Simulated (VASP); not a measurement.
# SrO (Fm-3m) in VASP: settings compared

The runs below take SrO through single point, with RPBE, revPBE+D3(BJ).

All numbers are computed with VASP 6.6.1; they aren't measurements. Logs are shortened: lines on timing, memory, paths and dates and some standing lists are left out, and cuts for length are marked.

**1. The cell of the first run**

Symmetry: Fm-3m, No. 225, cubic system. The conventional cell has a = 5.098 Å, b = 5.098 Å, c = 5.098 Å, α = 90.00°, β = 90.00°, γ = 90.00°. Sr (site symmetry m-3m) has 6 O at 2.55 Å within 3.4 Å. O (site symmetry m-3m) has 6 Sr at 2.55 Å within 3.4 Å.

**2. Single point, RPBE**

Contents of INCAR:

```
SYSTEM = SrO
ALGO = Normal
EDIFF = 1E-6
ENCUT = 520
GGA = RP
ISIF = 2
ISMEAR = -1
LASPH = .True.
LCHARG = .False.
LREAL = .False.
LWAVE = .False.
NBANDS = 15
NELM = 80
PREC = Accurate
SIGMA = 0.05
```

Contents of KPOINTS:

```
k-points
0
Gamma
  9 9 9
  0 0 0
```

Contents of POSCAR:

```
SrO
1.0
    0.0000000000      2.5490759911      2.5490759911
    2.5490759911      0.0000000000      2.5490759911
    2.5490759911      2.5490759911      0.0000000000
Sr O
1 1
Direct
    0.5000000000      0.5000000000      0.5000000000
    0.0000000000      0.0000000000      0.0000000000
```

Potentials or basis: VASP PAW PBE potentials, release 64 (Sr_sv, O).

Run with:

```
$ cat potpaw_PBE.64/Sr_sv/POTCAR potpaw_PBE.64/O/POTCAR > POTCAR
$ mpirun -np 1 vasp_std > vasp.out
```

OUTCAR:

```text
SYSTEM = SrO
   EDIFF = 1E-6
   ENCUT = 520
   GGA = RP
   ISIF = 2
   ISMEAR = -1
   LASPH = .True.
   LREAL = .False.
   NELM = 80
   PREC = Accurate

 ion  position               nearest neighbor table
   1  0.500  0.500  0.500-   2 2.55   2 2.55   2 2.55   2 2.55   2 2.55   2 2.55
   2  0.000  0.000  0.000-   1 2.55   1 2.55   1 2.55   1 2.55   1 2.55   1 2.55

  LATTYP: Found a face centered cubic cell.
 ALAT       =     5.0981519822

  Lattice vectors:

 A1 = (   0.0000000000,   2.5490759911,   2.5490759911)
 A2 = (   2.5490759911,   0.0000000000,   2.5490759911)
 A3 = (   2.5490759911,   2.5490759911,   0.0000000000)

Analysis of symmetry for initial positions (statically):
=====================================================================
 Subroutine PRICEL returns:
 Original cell was already a primitive cell.

 Routine SETGRP: Setting up the symmetry group for a
 face centered cubic supercell.

 Subroutine GETGRP returns: Found 48 space group operations
[... 9 lines left out ...]

 Routine SETGRP: Setting up the symmetry group for a
 face centered cubic supercell.

 Subroutine GETGRP returns: Found 48 space group operations
[... 11 lines left out ...]
                                     Primitive cell

  volume of cell :      33.1267

  direct lattice vectors                    reciprocal lattice vectors
     0.000000000  2.549075991  2.549075991    -0.196149507  0.196149507  0.196149507
     2.549075991  0.000000000  2.549075991     0.196149507 -0.196149507  0.196149507
     2.549075991  2.549075991  0.000000000     0.196149507  0.196149507 -0.196149507

  length of vectors
     3.604937838  3.604937838  3.604937838     0.339740913  0.339740913  0.339740913

  position of ions in fractional coordinates (direct lattice)
     0.500000000  0.500000000  0.500000000
     0.000000000  0.000000000  0.000000000

  ion indices of the primitive-cell ions
   primitive index   ion index
                 1           1
                 2           2

----------------------------------------------------------------------------------------

 KPOINTS: k-points

Automatic generation of k-mesh.
 Grid dimensions read from file:
 generate k-points for:    9    9    9

 Generating k-lattice:

  Cartesian coordinates                     Fractional coordinates (reciprocal lattice)
    -0.021794390  0.021794390  0.021794390     0.111111111  0.000000000  0.000000000
     0.021794390 -0.021794390  0.021794390     0.000000000  0.111111111  0.000000000
     0.021794390  0.021794390 -0.021794390     0.000000000  0.000000000  0.111111111

  Length of vectors
     0.037748990  0.037748990  0.037748990

  Shift w.r.t. Gamma in fractional coordinates (k-lattice)
     0.000000000  0.000000000  0.000000000

 Subroutine IBZKPT returns following result:
 ===========================================

 Found     35 irreducible k-points:

 Following reciprocal coordinates:
            Coordinates               Weight
  0.000000  0.000000  0.000000      1.000000
  0.111111  0.000000  0.000000      8.000000
  0.222222  0.000000  0.000000      8.000000
  0.333333  0.000000  0.000000      8.000000
  0.444444  0.000000  0.000000      8.000000
  0.111111  0.111111  0.000000      6.000000
[... 16 lines left out ...]
 -0.333333  0.333333  0.000000     12.000000
  0.444444  0.444444  0.000000      6.000000
 [... further k-points ...]
   k-points           NKPTS =     35   k-points in BZ     NKDIM =     35   number of bands    NBANDS=     15
   number of dos      NEDOS =    301   number of ions     NIONS =      2
   total plane-waves  NPLWV =  21952
   dimension x,y,z NGX =    28 NGY =   28 NGZ =   28
   dimension x,y,z NGXF=    56 NGYF=   56 NGZF=   56
   ions per type =               1   1
   NGX,Y,Z   is equivalent  to a cutoff of  12.91, 12.91, 12.91 a.u.
   NGXF,Y,Z  is equivalent  to a cutoff of  25.83, 25.83, 25.83 a.u.
 SYSTEM =  SrO
   PREC   = accura    normal or accurate (medium, high low for compatibility)
   ISTART =      0    job   : 0-new  1-cont  2-samecut
   ICHARG =      2    charge: 1-file 2-atom 10-const
   ISPIN  =      1    spin polarized calculation?
   LNONCOLLINEAR =      F non collinear calculations
   LSORBIT =      F    spin-orbit coupling
   LASPH  =      T    aspherical Exc in radial PAW
   ENCUT  =  520.0 eV  38.22 Ry    6.18 a.u.   6.70  6.70  6.70*2*pi/ulx,y,z
   NELM   =     80;   NELMIN=  2; NELMDL= -5     # of ELM steps
   EDIFF  = 0.1E-05   stopping-criterion for ELM
   LREAL  =      F    real-space projection
   EDIFFG = 0.1E-04   stopping-criterion for IOM
   NSW    =      0    number of steps for IOM
   IBRION =     -1    ionic relax: 0-MD 1-quasi-New 2-CG
   NFREE  =      0    steps in history (QN), initial steepest desc. (CG)
   ISIF   =      2    stress and relaxation
   ISYM   =      2    0-nonsym 1-usesym 2-fastsym
   POTIM  = 0.5000    time-step for ionic-motion
   TEBEG  =    0.0;   TEEND  =   0.0 temperature during run
   PSTRESS=    0.0 pullay stress
   NELECT =      16.0000    total number of electrons
   NUPDOWN=      -1.0000    fix difference up-down
   EMIN   =  10.00;   EMAX   =-10.00  energy-range for DOS
   EFERMI =   0.00;   METHOD = LEGACY
   ISMEAR =    -1;   SIGMA  =   0.05  broadening in eV -4-tet -1-fermi 0-gaus
   EFERMI_NEDOS =   21; number of points for ismear=-14 and -15
   IALGO  =     38    algorithm
   IMIX   =      4    mixing-type and parameters
     AMIX     =   0.40;   BMIX     =  1.00
     AMIX_MAG =   1.60;   BMIX_MAG =  1.00
  volume/ion in A,a.u.               =      16.56       111.78
  Fermi-wavevector in a.u.,A,eV,Ry     =   1.284464  2.427286 22.447553  1.649849
  Thomas-Fermi vector in A             =   2.416656
   LORBIT       =      0    0 simple, 1 ext, 2 COOP (PROOUT), +10 PAW based schemes
   GGA     = RP    functional components
   LHFCALC =     F    Hartree Fock is set to
   AEXX    =    0.0000 exact exchange contribution
   IVDW    =     0    specifies the selected vdW correction
   LEPSILON=     F    determine dielectric tensor
   LRPA    =     F    only Hartree local field effects (RPA)
 non-spin polarized calculation
  energy-cutoff  :      520.00
  volume of cell :       33.13
 maximum number of plane-waves:       908
   NGX = 13   NGY = 13   NGZ = 13

 number of electron      15.9999995 magnetization

 Free energy of the ion-electron system (eV)
  ---------------------------------------------------
  ext. energy  EPLUGINS =         0.00000000
  ---------------------------------------------------
  free energy    TOTEN  =       -11.29635350 eV

  energy without entropy =      -11.29635350  energy(sigma->0) =      -11.29635350

 E-fermi :   2.9666     XC(G=0):  -9.8998

 val. band max:        1.9646353037   @ k =   0.0000   0.0000   0.0000
 cond. band min:       5.3880112658   @ k =   0.4444   0.4444   0.0000
 fundamental gap:      3.4233759621
 Fermi energy:         2.9665869463

 k-point     1 :       0.0000    0.0000    0.0000
  band No.  band energies     occupation
      1     -30.4318      2.00000
      2     -13.2521      2.00000
      3     -12.0514      2.00000
      4     -12.0514      2.00000
      5     -12.0514      2.00000
      6       1.9646      2.00000
      7       1.9646      2.00000
      8       1.9646      2.00000
      9       6.3142      0.00000
     10       8.2921      0.00000
     11       8.2921      0.00000
     12       8.2921      0.00000
     13      10.4605      0.00000
     14      10.4605      0.00000
     15      15.0249      0.00000

 k-point     2 :       0.1111    0.0000    0.0000
  band No.  band energies     occupation
      1     -30.4144      2.00000
      2     -13.5536      2.00000
      3     -12.0614      2.00000
      4     -12.0614      2.00000
      5     -11.7923      2.00000
      6       1.6039      2.00000
      7       1.7994      2.00000
      8       1.7994      2.00000
      9       6.8735      0.00000
     10       8.1759      0.00000
     11       8.5393      0.00000
     12       8.5393      0.00000
     13      10.7990      0.00000
     14      10.7990      0.00000
     15      15.8289      0.00000

 k-point     3 :       0.2222    0.0000    0.0000
  band No.  band energies     occupation
      1     -30.3697      2.00000
      2     -14.0766      2.00000
      3     -12.0865      2.00000
      4     -12.0865      2.00000
      5     -11.3763      2.00000
      6       0.8793      2.00000
      7       1.4197      2.00000
      8       1.4197      2.00000
      9       8.0595      0.00000
     10       8.2160      0.00000
     11       9.2270      0.00000
     12       9.2270      0.00000
     13      11.6718      0.00000
     14      11.6718      0.00000
     15      17.6251      0.00000

 k-point     4 :       0.3333    0.0000    0.0000
  band No.  band energies     occupation
      1     -30.3182      2.00000
      2     -14.5223      2.00000
      3     -12.1146      2.00000
      4     -12.1146      2.00000
      5     -11.0526      2.00000
      6       0.2202      2.00000
      7       1.0394      2.00000
      8       1.0394      2.00000
      9       8.3321      0.00000
     10       9.6269      0.00000
     11      10.1547      0.00000
     12      10.1547      0.00000
     13      12.8023      0.00000
     14      12.8023      0.00000
     15      18.2230      0.00000
[... 307 lines left out ...]
 k-point    22 :      -0.4444    0.3333    0.0000
  band No.  band energies     occupation
      1     -30.2412      2.00000
      2     -14.0104      2.00000
      3     -12.8115      2.00000
      4     -12.3426      2.00000
      5     -11.7282      2.00000
      6       1.1101      2.00000
      7       1.4469      2.00000
      8       1.4525      2.00000
      9       6.6419      0.00000
     10      10.2378      0.00000
     11      10.9766      0.00000
     12      12.3118      0.00000
     13      13.0744      0.00000
     14      15.4842      0.00000
     15      15.6441      0.00000

 k-point    23 :      -0.3333    0.3333    0.0000
  band No.  band energies     occupation
      1     -30.2452      2.00000
      2     -14.2454      2.00000
      3     -12.7766      2.00000
      4     -12.2648      2.00000
      5     -11.4167      2.00000
      6       0.6444      2.00000
      7       1.1368      2.00000
      8       1.5118      2.00000
      9       7.8158      0.00000
     10       9.3731      0.00000
     11      11.1499      0.00000
     12      11.6776      0.00000
     13      13.4903      0.00000
     14      15.2334      0.00000
     15      17.3942      0.00000

 k-point    24 :       0.4444    0.4444    0.0000
  band No.  band energies     occupation
      1     -30.2415      2.00000
      2     -13.5196      2.00000
      3     -12.7305      2.00000
      4     -12.4268      2.00000
      5     -12.4268      2.00000
      6       1.4666      2.00000
      7       1.8855      2.00000
      8       1.8855      2.00000
      9       5.3880      0.00000
     10       9.9100      0.00000
     11      12.2005      0.00000
     12      12.7261      0.00000
     13      13.0548      0.00000
     14      13.0548      0.00000
     15      16.5353      0.00000

 [... further k-points ...]
[... 5 lines left out ...]
  --------------------------------------------------------------------------------------
  -------------------------------------------------------------------------------------
  Total        1.9094661      1.9094661      1.9094661     -0.0000000      0.0000000     -0.0000000
  in kB       92.3515521     92.3515521     92.3515521     -0.0000000      0.0000000     -0.0000000
  external PRESSURE =      92.3515521 kB  Pullay stress =       0.0000000 kB

 VOLUME and BASIS-vectors are now :
 -----------------------------------------------------------------------------
  energy-cutoff  :      520.00
  volume of cell :       33.13
      direct lattice vectors                 reciprocal lattice vectors
     0.000000000  2.549075991  2.549075991    -0.196149507  0.196149507  0.196149507
     2.549075991  0.000000000  2.549075991     0.196149507 -0.196149507  0.196149507
     2.549075991  2.549075991  0.000000000     0.196149507  0.196149507 -0.196149507

 POSITION                                       TOTAL-FORCE (eV/Angst)
 -----------------------------------------------------------------------------------
      2.54908      2.54908      2.54908         0.000000     -0.000000      0.000000
      0.00000      0.00000      0.00000         0.000000      0.000000     -0.000000
 -----------------------------------------------------------------------------------
    total drift:                                0.000000      0.000000      0.000000

  FREE ENERGIE OF THE ION-ELECTRON SYSTEM (eV)
  ---------------------------------------------------
  free  energy   TOTEN  =       -11.2963534991 eV

  energy  without entropy=      -11.2963534990  energy(sigma->0) =      -11.29635350
```

Run time: 19 s. Hardware: 1 thread of AMD EPYC 7R43 (Zen 3), shared host; peak memory 0.13 GiB.

Results:

```yaml
Free_energy: -11.2964 eV
Pressure: 9.2 GPa
Band_gap_on_the_k_mesh: 3.42 eV, indirect (least direct gap 3.50 eV)
```

Caveat: the PAW data sets were made with another functional, which shifts forces and pressure a little. A k mesh can miss the band edges.

(Part 1 of 2 ends here.)
